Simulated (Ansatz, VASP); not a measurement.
## SnN2F2: VASP beside Ansatz

```
CELL_PARAMETERS angstrom
4.39704 -2.64701 0.00000
4.39704 2.64701 0.00000
-1.25295 0.00000 3.52112
ATOMIC_POSITIONS crystal
Sn 0.00000 0.00000 0.00000
F 0.17236 0.17236 0.63653
F 0.82764 0.82764 0.36347
N 0.46199 0.46199 0.09393
N 0.53801 0.53801 0.90607
```

Alike in both runs: functional PBE; k mesh 6 × 6 × 8; occupations fermi-dirac, width 0.05 eV; no spin polarisation.

|  | VASP | Ansatz |
| --- | --- | --- |
| version | VASP 6.6.1 | Ansatz 0.2.0 |
| potentials or method | VASP PAW PBE potentials, release 64 (Sn_d, F, N) | Ansatz PAW earlier set |
| plane-wave cutoff (eV) | 520 | 1300 |
| valence electrons in the cell | 38 | 46 |
| task | single point | band structure |

```tsv
	VASP	Ansatz	Ansatz less VASP
gap on the k mesh at the Fermi level (eV)	0.96	0.97	+0.010
least direct gap on the mesh (eV)	0.96	0.97	+0.010
pressure (GPa)	6.1	5.2	-0.90
traceless stress, the component that is largest in VASP (GPa)	9.87	10.97	+1.098
rms of the force components (eV/Å)	0.087	0.598	+0.5112
```

Atom by atom the forces differ by 0.536 eV/Å (rms over components). One of these differences is far larger than is usual between the two programs; its cause wasn't traced. VASP's potentials hold 38 valence electrons a cell and Ansatz's 46, so a difference there can come from the potentials and not from the codes.

Noted on VASP's run: the standard files for N, O and F lose accuracy on very short bonds.
